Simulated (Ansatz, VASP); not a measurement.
**One calculation of BAs, two programs**

Contents of POSCAR:

```
BAs
1.0
    0.0000000000      1.8303300793      1.8303300793
    1.8303300793      0.0000000000      1.8303300793
    1.8303300793      1.8303300793      0.0000000000
B As
1 1
Direct
    0.0000000000      0.0000000000      0.0000000000
    0.2500000000      0.2500000000      0.2500000000
```

INCAR.step1

```
SYSTEM = BAs
ALGO = Normal
EDIFF = 1E-4
ENCUT = 520
GGA = PE
ISMEAR = -1
LASPH = .TRUE.
LCHARG = .FALSE.
LREAL = .FALSE.
LWAVE = .TRUE.
NBANDS = 11
NELM = 60
PREC = Accurate
SIGMA = 0.001
```

INCAR.step2

```
SYSTEM = BAs
ALGO = Normal
EDIFF = 1E-8
ENCUT = 520
ISIF = 2
ISMEAR = -1
ISTART = 1
LASPH = .TRUE.
LCHARG = .FALSE.
LEFG = .TRUE.
LMIXTAU = .TRUE.
LREAL = .FALSE.
LWAVE = .FALSE.
METAGGA = R2SCAN
NBANDS = 11
NELM = 60
PREC = Accurate
SIGMA = 0.001
```

File KPOINTS:

```
k-points
0
G
  13 13 13
  0 0 0
```

Input for Ansatz:

```yaml
crystal:
  lattice:
    - [0.0, 1.8303300793, 1.8303300793]
    - [1.8303300793, 0.0, 1.8303300793]
    - [1.8303300793, 1.8303300793, 0.0]
  atoms:
    - { symbol: B, position: [0.0, 0.0, 0.0] }
    - { symbol: As, position: [0.25, 0.25, 0.25] }
kpoints:
  mp_grid: { grid: [13, 13, 13] }
scf:
  occupations: { method: fermi_dirac, width: 0.001 }
  n_extra_bands: 1
  mixing: { algorithm: broyden, beta: 0.7, ndim: 16 }
hamiltonian:
  xc: r2scan
  pseudopotentials: { kind: all_electron, datasets: crystal }
output:
  forces: true
  stress: true
  eigenvalues: true
  efg: { contact_densities: true }
```

Alike in both runs: task electric field gradients; functional r2SCAN; k mesh 13 × 13 × 13; occupations fermi-dirac, width 0.001 eV; no spin polarisation.

|  | VASP | Ansatz |
| --- | --- | --- |
| version | VASP 6.6.1 | Ansatz 0.2.0 |
| potentials or method | VASP PAW PBE potentials, release 64 (B, As), cutoff 520 eV | all-electron PAW with datasets made for the crystal, scalar-relativistic |

|  | VASP | Ansatz | Ansatz less VASP |
| --- | --- | --- | --- |
| gap on the k mesh at the Fermi level (eV) | 0.46 | 0.46 | +0.001 |

VASP's potentials were made for PBE, not for r2SCAN. Ansatz ran all-electron here, and VASP with PAW potentials.
